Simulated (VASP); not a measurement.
Wanted: the native input for a VASP 6.6.1 run.

- Task: single point
- Functional: PBE
- Potentials or basis: VASP PAW PBE potentials, release 64 (In_d, H)
- Cutoff: 400 eV
- k mesh: 4 × 4 × 4, shifted
- Occupations: gaussian, width 0.1 eV
- Spin: no spin polarisation
- Dipole correction: no
- Further INCAR settings: ALGO = Normal; EDIFF = 1e-06; NBANDS = 118

The structure of In16H (a cell with a defect) lies in POSCAR:

```
In16H
1.0
    6.7754602306      0.0000000000     -4.7878627362
   -6.7754602306      0.0000000000     -4.7878627362
    0.0000000000      6.7754602306      4.7878627362
In H
16 1
Direct
    0.2528264676      0.7501128762     -0.0001025550
    0.4935541399      0.4996652464     -0.0001325547
    0.7359322312      0.2572186811     -0.0001062355
   -0.0136198321      0.7499699317      0.2666388707
    0.2370472799      0.5077079466      0.2504294674
    0.7359645460      0.7500481809      0.5071072051
   -0.0135600061      0.0167832525     -0.0001335423
    0.4794408227      0.2429543688      0.2422668085
    0.7439743143      0.0004057898      0.2502508117
   -0.0134566560      0.4995082701      0.5070511892
    0.4935439604      0.7500208735      0.7494641235
    0.2287231552      0.2428102835      0.4926553904
    0.7196267442      0.4832823884      0.7331794795
    0.4794064753     -0.0076394217      0.4927370424
   -0.0134941996      0.2571637669      0.7493501193
    0.2370575548      0.0005793719      0.7575292203
    0.9871019575      0.7500229576      1.0000028091
```

This cell differs from its parent crystal: with an interstitial atom, then relaxed in part.

One way to write it, as run:

INCAR

```
ALGO = Normal ; EDIFF = 1E-6
ENCUT = 400 ; GGA = PE
GGA_COMPAT = False ; ISIF = 2
ISMEAR = 0 ; LASPH = True
LCHARG = True ; LELF = True
LREAL = False ; LVHAR = True
LWAVE = False ; NBANDS = 118
NELM = 120 ; PREC = Accurate
SIGMA = 0.1
```

KPOINTS

```
Automatic mesh
0
Gamma
  4 4 4
  0.5 0.5 0.5
```

Potentials or basis: VASP PAW PBE potentials, release 64 (In_d, H).

Command:

```bash
$ cat potpaw_PBE.64/In_d/POTCAR potpaw_PBE.64/H/POTCAR > POTCAR
$ mpirun -np 1 vasp_std > vasp.out
```

It gave:

The pressure is 0.8 GPa, the largest force is 0.004 eV/Å and the band gap on the k mesh is zero (an odd number of electrons rules out a gap without spin polarisation).

Caveat: the cell differs from its parent crystal (with an interstitial atom, then relaxed in part); spin-orbit coupling is left out, which moves the levels of the heavy elements.

Wall time 16 min on 1 thread of Intel(R) Xeon(R) 6975P-C (Granite Rapids) (shared host), peak memory 0.86 GiB.
